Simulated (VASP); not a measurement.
# SbTePd (P2_13) in VASP: further runs

Runs on SbTePd. Level: PBE. Tasks: single point, relaxation of the atoms.

Program: VASP 6.6.1. These are calculated values, not measurements. Logs are shortened: lines on timing, memory, paths and dates and some standing lists are left out, and cuts for length are marked.

### 1 The cell of the first run

It takes space group P2_13 (No. 198, cubic). Conventional cell: a = 6.536 Å, b = 6.536 Å, c = 6.536 Å, α = 90.00°, β = 90.00°, γ = 90.00°. Sb (site symmetry 3) has 3 Pd at 2.69 Å and 7 Te at 2.89 to 3.64 Å within 3.7 Å. Te (site symmetry 3) has 3 Pd at 2.72 Å and 7 Sb at 2.89 to 3.64 Å within 3.7 Å. Within 3.5 Å of Pd (site symmetry 3) lie 3 Sb at 2.69 Å and 3 Te at 2.72 Å.

### 2 Single point, PBE

INCAR

```
SYSTEM = SbTePd
PREC = Accurate ; ENCUT = 520
EDIFF = 1E-7 ; ISMEAR = -1
SIGMA = 0.05 ; LREAL = .FALSE.
LASPH = .TRUE. ; NELM = 60
ALGO = Normal ; ISIF = 2
LWAVE = .FALSE. ; LCHARG = .FALSE.
GGA = PE ; NBANDS = 54
```

KPOINTS

```
Automatic mesh
0
G
  5 5 5
  0 0 0
```

POSCAR

```
SbTePd
1.0
    6.5362000000      0.0000000000      0.0000000000
    0.0000000000      6.5362000000      0.0000000000
    0.0000000000      0.0000000000      6.5362000000
Sb Te Pd
4 4 4
Direct
    0.6280015336      0.6280015336      0.6280015336
    0.8719984664      0.3719984664      0.1280015336
    0.1280015336      0.8719984664      0.3719984664
    0.3719984664      0.1280015336      0.8719984664
    0.3727892427      0.3727892427      0.3727892427
    0.1272107573      0.6272107573      0.8727892427
    0.8727892427      0.1272107573      0.6272107573
    0.6272107573      0.8727892427      0.1272107573
    1.0031829165      1.0031829165      1.0031829165
    0.4968170835     -0.0031829165      0.5031829165
    0.5031829165      0.4968170835     -0.0031829165
   -0.0031829165      0.5031829165      0.4968170835
```

Potentials or basis: VASP PAW PBE potentials, release 64 (Sb, Te, Pd).

Command:

```console
$ cat potpaw_PBE.64/Sb/POTCAR potpaw_PBE.64/Te/POTCAR potpaw_PBE.64/Pd/POTCAR > POTCAR
$ mpirun -np 1 vasp_std > vasp.out
```

OUTCAR:

```text
SYSTEM = SbTePd
   PREC = Accurate
   ENCUT = 520
   EDIFF = 1E-7
   ISMEAR = -1
   LREAL = .FALSE.
   LASPH = .TRUE.
   NELM = 60
   ISIF = 2
   GGA = PE

 ion  position               nearest neighbor table
   1  0.628  0.628  0.628-  10 2.69  11 2.69  12 2.69   5 2.89   6 3.63   7 3.63   8 3.63   6 3.64
                             7 3.64   8 3.64
   2  0.872  0.372  0.128-   9 2.69  11 2.69  12 2.69   6 2.89   5 3.63   7 3.63   8 3.63   5 3.64
                             8 3.64   7 3.64
   3  0.128  0.872  0.372-   9 2.69  10 2.69  12 2.69   7 2.89   6 3.63   5 3.63   8 3.63   8 3.64
                             5 3.64   6 3.64
   4  0.372  0.128  0.872-   9 2.69  10 2.69  11 2.69   8 2.89   6 3.63   7 3.63   5 3.63   7 3.64
                             5 3.64   6 3.64
   5  0.373  0.373  0.373-  10 2.72  11 2.72  12 2.72   1 2.89   2 3.63   3 3.63   4 3.63   2 3.64
                             3 3.64   4 3.64
   6  0.127  0.627  0.873-   9 2.72  11 2.72  12 2.72   2 2.89   1 3.63   3 3.63   4 3.63   1 3.64
                             4 3.64   3 3.64
   7  0.873  0.127  0.627-   9 2.72  10 2.72  12 2.72   3 2.89   2 3.63   1 3.63   4 3.63   4 3.64
                             1 3.64   2 3.64
   8  0.627  0.873  0.127-   9 2.72  10 2.72  11 2.72   4 2.89   2 3.63   3 3.63   1 3.63   3 3.64
                             1 3.64   2 3.64
   9  0.003  0.003  0.003-   2 2.69   3 2.69   4 2.69   6 2.72   7 2.72   8 2.72
  10  0.497  0.997  0.503-   1 2.69   3 2.69   4 2.69   5 2.72   7 2.72   8 2.72
  11  0.503  0.497  0.997-   1 2.69   2 2.69   4 2.69   5 2.72   6 2.72   8 2.72
  12  0.997  0.503  0.497-   1 2.69   2 2.69   3 2.69   5 2.72   6 2.72   7 2.72

  LATTYP: Found a simple cubic cell.
 ALAT       =     6.5362000000

  Lattice vectors:

 A1 = (   6.5362000000,   0.0000000000,   0.0000000000)
 A2 = (   0.0000000000,   6.5362000000,   0.0000000000)
 A3 = (   0.0000000000,   0.0000000000,   6.5362000000)

Analysis of symmetry for initial positions (statically):
=====================================================================
 Subroutine PRICEL returns:
 Original cell was already a primitive cell.

 Routine SETGRP: Setting up the symmetry group for a
 simple cubic supercell.

 Subroutine GETGRP returns: Found 12 space group operations
 (whereof  3 operations were pure point group operations)
 out of a pool of 48 trial point group operations.

The static configuration has the point symmetry C_3 .
 The point group associated with its full space group is T   .

Analysis of symmetry for dynamics (positions and initial velocities):
=====================================================================
 Subroutine PRICEL returns:
 Original cell was already a primitive cell.

 Routine SETGRP: Setting up the symmetry group for a
 simple cubic supercell.

 Subroutine GETGRP returns: Found 12 space group operations
 (whereof  3 operations were pure point group operations)
 out of a pool of 48 trial point group operations.

The dynamic configuration has the point symmetry C_3 .
 The point group associated with its full space group is T   .

 Subroutine INISYM returns: Found 12 space group operations
 (whereof  3 operations are pure point group operations),
 and found     1 'primitive' translations

----------------------------------------------------------------------------------------

                                     Primitive cell

  volume of cell :     279.2390

  direct lattice vectors                    reciprocal lattice vectors
     6.536200000  0.000000000  0.000000000     0.152994094  0.000000000  0.000000000
     0.000000000  6.536200000  0.000000000     0.000000000  0.152994094  0.000000000
     0.000000000  0.000000000  6.536200000     0.000000000  0.000000000  0.152994094

  length of vectors
     6.536200000  6.536200000  6.536200000     0.152994094  0.152994094  0.152994094

  position of ions in fractional coordinates (direct lattice)
     0.628001534  0.628001534  0.628001534
     0.871998466  0.371998466  0.128001534
     0.128001534  0.871998466  0.371998466
     0.371998466  0.128001534  0.871998466
     0.372789243  0.372789243  0.372789243
     0.127210757  0.627210757  0.872789243
[... 28 lines left out ...]
 generate k-points for:    5    5    5

 Generating k-lattice:

  Cartesian coordinates                     Fractional coordinates (reciprocal lattice)
     0.030598819  0.000000000  0.000000000     0.200000000  0.000000000  0.000000000
     0.000000000  0.030598819  0.000000000     0.000000000  0.200000000  0.000000000
     0.000000000  0.000000000  0.030598819     0.000000000  0.000000000  0.200000000

  Length of vectors
     0.030598819  0.030598819  0.030598819

  Shift w.r.t. Gamma in fractional coordinates (k-lattice)
     0.000000000  0.000000000  0.000000000

 Subroutine IBZKPT returns following result:
 ===========================================

 Found     11 irreducible k-points:

 Following reciprocal coordinates:
            Coordinates               Weight
  0.000000  0.000000  0.000000      1.000000
  0.200000  0.000000  0.000000      6.000000
  0.400000  0.000000  0.000000      6.000000
  0.200000  0.200000  0.000000     12.000000
  0.400000  0.200000  0.000000     12.000000
 -0.200000  0.400000  0.000000     12.000000
  0.400000  0.400000  0.000000     12.000000
  0.200000  0.200000  0.200000      8.000000
  0.400000  0.200000  0.200000     24.000000
  0.400000  0.400000  0.200000     24.000000
  0.400000  0.400000  0.400000      8.000000
   k-points           NKPTS =     11   k-points in BZ     NKDIM =     11   number of bands    NBANDS=     54
   number of dos      NEDOS =    301   number of ions     NIONS =     12
   total plane-waves  NPLWV = 125000
   dimension x,y,z NGX =    50 NGY =   50 NGZ =   50
   dimension x,y,z NGXF=   100 NGYF=  100 NGZF=  100
   ions per type =               4   4   4
   NGX,Y,Z   is equivalent  to a cutoff of  12.72, 12.72, 12.72 a.u.
   NGXF,Y,Z  is equivalent  to a cutoff of  25.43, 25.43, 25.43 a.u.
 SYSTEM =  SbTePd
   PREC   = accura    normal or accurate (medium, high low for compatibility)
   ISTART =      0    job   : 0-new  1-cont  2-samecut
   ICHARG =      2    charge: 1-file 2-atom 10-const
   ISPIN  =      1    spin polarized calculation?
   LNONCOLLINEAR =      F non collinear calculations
   LSORBIT =      F    spin-orbit coupling
   LASPH  =      T    aspherical Exc in radial PAW
   ENCUT  =  520.0 eV  38.22 Ry    6.18 a.u.  12.15 12.15 12.15*2*pi/ulx,y,z
   NELM   =     60;   NELMIN=  2; NELMDL= -5     # of ELM steps
   EDIFF  = 0.1E-06   stopping-criterion for ELM
   LREAL  =      F    real-space projection
   EDIFFG = 0.1E-05   stopping-criterion for IOM
   NSW    =      0    number of steps for IOM
   IBRION =     -1    ionic relax: 0-MD 1-quasi-New 2-CG
   NFREE  =      0    steps in history (QN), initial steepest desc. (CG)
   ISIF   =      2    stress and relaxation
   ISYM   =      2    0-nonsym 1-usesym 2-fastsym
   POTIM  = 0.5000    time-step for ionic-motion
   TEBEG  =    0.0;   TEEND  =   0.0 temperature during run
   PSTRESS=    0.0 pullay stress
   NELECT =      84.0000    total number of electrons
   NUPDOWN=      -1.0000    fix difference up-down
   EMIN   =  10.00;   EMAX   =-10.00  energy-range for DOS
   EFERMI =   0.00;   METHOD = LEGACY
   ISMEAR =    -1;   SIGMA  =   0.05  broadening in eV -4-tet -1-fermi 0-gaus
   EFERMI_NEDOS =   21; number of points for ismear=-14 and -15
   IALGO  =     38    algorithm
   IMIX   =      4    mixing-type and parameters
     AMIX     =   0.40;   BMIX     =  1.00
     AMIX_MAG =   1.60;   BMIX_MAG =  1.00
  volume/ion in A,a.u.               =      23.27       157.03
  Fermi-wavevector in a.u.,A,eV,Ry     =   1.096922  2.072883 16.371059  1.203239
  Thomas-Fermi vector in A             =   2.233273
   LORBIT       =      0    0 simple, 1 ext, 2 COOP (PROOUT), +10 PAW based schemes
   GGA     = PE    functional components
   LHFCALC =     F    Hartree Fock is set to
   AEXX    =    0.0000 exact exchange contribution
   IVDW    =     0    specifies the selected vdW correction
   LEPSILON=     F    determine dielectric tensor
   LRPA    =     F    only Hartree local field effects (RPA)
 non-spin polarized calculation
  energy-cutoff  :      520.00
  volume of cell :      279.24
 maximum number of plane-waves:      7538
 NGX is ok and might be reduce to    50
   NGX = 25   NGY = 25   NGZ = 25

 number of electron      83.9999996 magnetization

 Free energy of the ion-electron system (eV)
  ---------------------------------------------------
  ext. energy  EPLUGINS =         0.00000000
  ---------------------------------------------------
  free energy    TOTEN  =       -54.28025983 eV

  energy without entropy =      -54.23982272  energy(sigma->0) =      -54.26004128

 E-fermi :   8.8510     XC(G=0): -10.7026

 val. band max:        8.8302246209   @ k =  -0.2000   0.4000   0.0000
 cond. band min:       8.9289146796   @ k =   0.4000   0.0000   0.0000
 fundamental gap:      0.0986900588
 Fermi energy:         8.8509936063

 k-point     1 :       0.0000    0.0000    0.0000
  band No.  band energies     occupation
      1      -4.4921      2.00000
      2      -2.9405      2.00000
      3      -2.9405      2.00000
      4      -2.9405      2.00000
      5      -0.7043      2.00000
      6      -0.7043      2.00000
[... 616 lines left out ...]
     53      13.2956      0.00000
     54      13.5764      0.00000

------------------------ aborting loop because EDIFF is reached ----------------------------------------

  FORCE on cell =-STRESS in cart. coord.  units (eV):
  Direction    XX          YY          ZZ          XY          YZ          ZX
  --------------------------------------------------------------------------------------
  -------------------------------------------------------------------------------------
  Total        7.1988232      7.1988232      7.1988232     -0.0000000     -0.0000000     -0.0000000
  in kB       41.3043784     41.3043784     41.3043784     -0.0000000     -0.0000000     -0.0000000
  external PRESSURE =      41.3043784 kB  Pullay stress =       0.0000000 kB

 VOLUME and BASIS-vectors are now :
 -----------------------------------------------------------------------------
  energy-cutoff  :      520.00
  volume of cell :      279.24
      direct lattice vectors                 reciprocal lattice vectors
     6.536200000  0.000000000  0.000000000     0.152994094  0.000000000  0.000000000
     0.000000000  6.536200000  0.000000000     0.000000000  0.152994094  0.000000000
     0.000000000  0.000000000  6.536200000     0.000000000  0.000000000  0.152994094

 POSITION                                       TOTAL-FORCE (eV/Angst)
 -----------------------------------------------------------------------------------
      4.10474      4.10474      4.10474         0.004317      0.004317      0.004317
      5.69956      2.43146      0.83664        -0.004317     -0.004317      0.004317
      0.83664      5.69956      2.43146         0.004317     -0.004317     -0.004317
      2.43146      0.83664      5.69956        -0.004317      0.004317     -0.004317
      2.43663      2.43663      2.43663        -0.000767     -0.000767     -0.000767
      0.83147      4.09957      5.70473         0.000767      0.000767     -0.000767
      5.70473      0.83147      4.09957        -0.000767      0.000767      0.000767
      4.09957      5.70473      0.83147         0.000767     -0.000767      0.000767
      0.02080      0.02080      0.02080        -0.003491     -0.003491     -0.003491
      3.24730      6.51540      3.28890         0.003491      0.003491     -0.003491
      3.28890      3.24730      6.51540        -0.003491      0.003491      0.003491
      6.51540      3.28890      3.24730         0.003491     -0.003491      0.003491
 -----------------------------------------------------------------------------------
    total drift:                                0.000000      0.000000      0.000000

  FREE ENERGIE OF THE ION-ELECTRON SYSTEM (eV)
  ---------------------------------------------------
  free  energy   TOTEN  =       -54.2802598307 eV

  energy  without entropy=      -54.2398227250  energy(sigma->0) =      -54.26004128
```

It took 11 min on 1 thread of Intel Xeon 8259CL, shared host; peak memory 0.43 GiB.

Results:

| Item | Value |
| --- | --- |
| Free energy | -54.2803 eV |
| Pressure | 4.1 GPa |
| Largest force | 0.007 eV/Å |
| Band gap on the k mesh | zero (bands 42 and 43 overlap by 1.27 eV) |

Forces in eV/Å, atoms in the order of the input:
```
Sb   0.004  0.004  0.004
Sb  -0.004 -0.004  0.004
Sb   0.004 -0.004 -0.004
Sb  -0.004  0.004 -0.004
Te  -0.001 -0.001 -0.001
Te   0.001  0.001 -0.001
Te  -0.001  0.001  0.001
Te   0.001 -0.001  0.001
Pd  -0.003 -0.003 -0.003
Pd   0.003  0.003 -0.003
Pd  -0.003  0.003  0.003
Pd   0.003 -0.003  0.003
```

Levels at points of the mesh, in eV from the Fermi level:
| k point | band 39 | band 40 | band 41 | band 42 | band 43 | band 44 | band 45 | band 46 |
| --- | --- | --- | --- | --- | --- | --- | --- | --- |
| (0.00, 0.00, 0.00) | -1.18 | -1.18 | -1.09 | -1.09 | -1.09 | 0.16 | 1.79 | 1.79 |

Caveat: the cell stands under pressure; spin-orbit coupling is left out, which moves the levels of the heavy elements.

### 3 Relaxation of the atoms, PBE

INCAR

```
SYSTEM = SbTePd
  ALGO = Normal
  EDIFF = 1E-7
  EDIFFG = -0.02
  ENCUT = 450
  GGA = PE
  GGA_COMPAT = .FALSE.
  IBRION = 2
  ISIF = 2
  ISMEAR = -1
  KPAR = 4
  LASPH = .TRUE.
  LCHARG = .FALSE.
  LREAL = .FALSE.
  LWAVE = .FALSE.
  NELM = 120
  NELMIN = 4
  NSW = 80
  PREC = Accurate
  SIGMA = 0.05
```

KPOINTS

```
k-points
0
G
  5 5 5
  0 0 0
```

POSCAR

```
SbTePd
1.0
    6.5362000000      0.0000000000      0.0000000000
    0.0000000000      6.5362000000      0.0000000000
    0.0000000000      0.0000000000      6.5362000000
Sb Te Pd
4 4 4
Direct
    0.6270900000      0.6270900000      0.6270900000
    0.8729100000      0.3729100000      0.1270900000
    0.1270900000      0.8729100000      0.3729100000
    0.3729100000      0.1270900000      0.8729100000
    0.3727800000      0.3727800000      0.3727800000
    0.1272200000      0.6272200000      0.8727800000
    0.8727800000      0.1272200000      0.6272200000
    0.6272200000      0.8727800000      0.1272200000
    0.9980200000      0.9980200000      0.9980200000
    0.5019800000      0.0019800000      0.4980200000
    0.4980200000      0.5019800000      0.0019800000
    0.0019800000      0.4980200000      0.5019800000
```

Potentials or basis: VASP PAW PBE potentials, release 64 (Sb, Te, Pd).

Command:

```console
$ cat potpaw_PBE.64/Sb/POTCAR potpaw_PBE.64/Te/POTCAR potpaw_PBE.64/Pd/POTCAR > POTCAR
$ mpirun -np 4 vasp_std > vasp.out
```

Run time: 3.1 min. Hardware: 4 MPI ranks of Intel Xeon Platinum 8259CL at 2.50GHz (Skylake/Cascade Lake), shared host; peak memory 0.4 GiB.

The run converged. Its results:

* Free energy: -54.2794 eV
* Energy gained by relaxing: 4.5 meV/atom
* Ionic steps: 3
* Pressure after relaxing: 4.1 GPa
* Largest force after relaxing: 0.015 eV/Å
* Band gap on the k mesh: zero (bands 42 and 43 overlap by 1.27 eV)

Forces on the atoms (eV/Å):
```
Sb  -0.008 -0.008 -0.008
Sb   0.008  0.008 -0.008
Sb  -0.008  0.008  0.008
Sb   0.008 -0.008  0.008
Te  -0.004 -0.004 -0.004
Te   0.004  0.004 -0.004
Te  -0.004  0.004  0.004
Te   0.004 -0.004  0.004
Pd   0.003  0.003  0.003
Pd  -0.003 -0.003  0.003
Pd   0.003 -0.003 -0.003
Pd  -0.003  0.003 -0.003
```

The path:
| step | energy change (eV) | largest force (eV/Å) | pressure (GPa) |
| --- | --- | --- | --- |
| 1 | 0.0000 | 0.4427 | 4.15 |
| 2 | -0.0343 | 0.2707 | 4.12 |
| 3 | -0.0542 | 0.0146 | 4.13 |

Final structure:
```
Sb Te Pd
1.0
     6.53620    0.00000    0.00000
     0.00000    6.53620    0.00000
     0.00000    0.00000    6.53620
Sb Te Pd
4 4 4
Direct
  0.62872 0.62872 0.62872
  0.87128 0.37128 0.12872
  0.12872 0.87128 0.37128
  0.37128 0.12872 0.87128
  0.37333 0.37333 0.37333
  0.12667 0.62667 0.87333
  0.87333 0.12667 0.62667
  0.62667 0.87333 0.12667
  0.00281 0.00281 0.00281
  0.49719 0.99719 0.50281
  0.50281 0.49719 0.99719
  0.99719 0.50281 0.49719
```

Levels at points of the mesh, in eV from the Fermi level:
```csv
k point,band 38,band 39,band 40,band 41,band 42,band 43,band 44,band 45,band 46,band 47
"(0.00, 0.00, 0.00)",-1.18,-1.18,-1.18,-1.09,-1.09,-1.09,0.15,1.80,1.80,1.80
```

Caveat: spin-orbit coupling is left out, which moves the levels of the heavy elements.

The gap in the log of VASP goes by the Fermi energy; the results here count the filled bands.